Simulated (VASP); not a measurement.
Li, 1 atom in the cell. Symmetry: I4/mmm, No. 139, tetragonal system. Conventional cell: a = 3.500 Å, b = 3.500 Å, c = 3.535 Å, α = 90.00°, β = 90.00°, γ = 90.00°. Li (site symmetry 4/mmm) has 14 Li at 3.04 to 3.54 Å within 4.0 Å.  This cell differs from its parent crystal: strain +0.0100 x Voigt [1, 0, 0, 0, 0, 0].

| Quantity | Value |
| --- | --- |
| Program | VASP 6.6.1 |
| Task | single point |
| Functional | PBE |
| Potentials or basis | VASP PAW PBE potentials, release 64 (Li_sv) |
| Cutoff | 520 eV |
| k mesh | 20 × 20 × 20 |
| Occupations | gaussian, width 0.15 eV |
| Spin | no spin polarisation |
| Dipole correction | no |
| Further INCAR settings | ALGO = Normal; EDIFF = 1e-06; NBANDS = 8 |

Potentials or basis: VASP PAW PBE potentials, release 64 (Li_sv).

Command:

```sh
$ cat potpaw_PBE.64/Li_sv/POTCAR > POTCAR
$ mpirun -np 1 vasp_std > vasp.out
```

Hardware: 1 thread of Intel(R) Xeon(R) Platinum 8175M CPU @ 2.50GHz (Skylake/Cascade Lake) (shared host).

**Question.** How long does it take, and how much memory?

**Answer.** Run time: 47 s on 1 thread of Intel(R) Xeon(R) Platinum 8175M CPU @ 2.50GHz (Skylake/Cascade Lake), on a shared host, peak memory 0.2 GiB. Counts: scf iterations 8, k points 641.
